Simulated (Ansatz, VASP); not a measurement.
# One calculation of Ba, two programs

```xyz
8
Lattice="8.1478 0.0000 0.0000 0.0000 8.1478 0.0000 0.0000 0.0000 8.1478" Properties=species:S:1:pos:R:3 pbc="T T T"
Ba    8.1478    8.1478    0.0000
Ba    4.0739    4.0739    4.0739
Ba    2.0369    8.1478    4.0739
Ba    6.1108    0.0000    4.0739
Ba    4.0739    2.0369    8.1478
Ba    4.0739    6.1108    8.1478
Ba    0.0000    4.0739    2.0369
Ba    0.0000    4.0739    6.1108
```

Alike in both runs: functional BLYP; k mesh 4 × 4 × 4; occupations fermi-dirac, width 0.1 eV; no spin polarisation.

Ansatz relaxed the structure, and its values are those at the end. VASP's run is a single point on that final structure, the one shown.

|  | VASP | Ansatz |
| --- | --- | --- |
| version | VASP 6.6.1 | Ansatz 0.2.0 |
| potentials or method | VASP PAW PBE potentials, release 64 (Ba_sv), cutoff 520 eV | plane waves (420 eV) with PAW, scalar-relativistic |
| valence electrons in the cell | 80 | 80 |

Ansatz gave:

| Quantity | Value |
| --- | --- |
| pressure (GPa) | 0.0 |

What did VASP give for the same quantities?

Pressure (GPa): 0.1.

VASP's potentials were made for PBE, not for BLYP. The functional is the same, so the differences come from potentials, cutoffs and numerics.

Neither program's run includes spin-orbit coupling.
